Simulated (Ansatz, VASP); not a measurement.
# One calculation of SnGe2, two programs

```xyz
6
Lattice="5.1212 0.0000 0.0000 -2.5606 4.4351 0.0000 0.0000 0.0000 5.8084" Properties=species:S:1:pos:R:3 pbc="T T T"
Sn    0.0000    2.9568    1.4796
Sn    2.5606    1.4784    4.3288
Ge    0.0000    0.0000    0.0000
Ge    0.0000    0.0000    2.9042
Ge    0.0000    2.9568    4.3849
Ge    2.5606    1.4784    1.4236
```

Change from the starting cell: species swapped into the Fe2Si type (P-3m1, No. 164).

Alike in both runs: functional PBE; k mesh 4 × 4 × 3; occupations gaussian, width 0.2 eV; no spin polarisation.

Ansatz relaxed the structure, and its values are those at the end. VASP's run is a single point on that final structure, the one shown.

|  | VASP | Ansatz |
| --- | --- | --- |
| version | VASP 6.6.1 | Ansatz 0.2.0 |
| potentials or method | VASP PAW PBE potentials, release 64 (Sn_d, Ge_d), cutoff 520 eV | scalar-relativistic, plane waves, PAW |
| valence electrons in the cell | 84 | 84 |

```csv
,VASP,Ansatz,Ansatz less VASP
gap on the k mesh at the Fermi level (eV),none,none,-
pressure (GPa),-0.3,-0.3,+0.02
rms of the force components (eV/Å),0.004,0.004,0.0000
```

A gap of «none» marks a metal or a gap that the smearing closes. The functional is the same, so the differences come from potentials, cutoffs and numerics.

The k mesh is coarse, so the values compare programs but aren't converged.
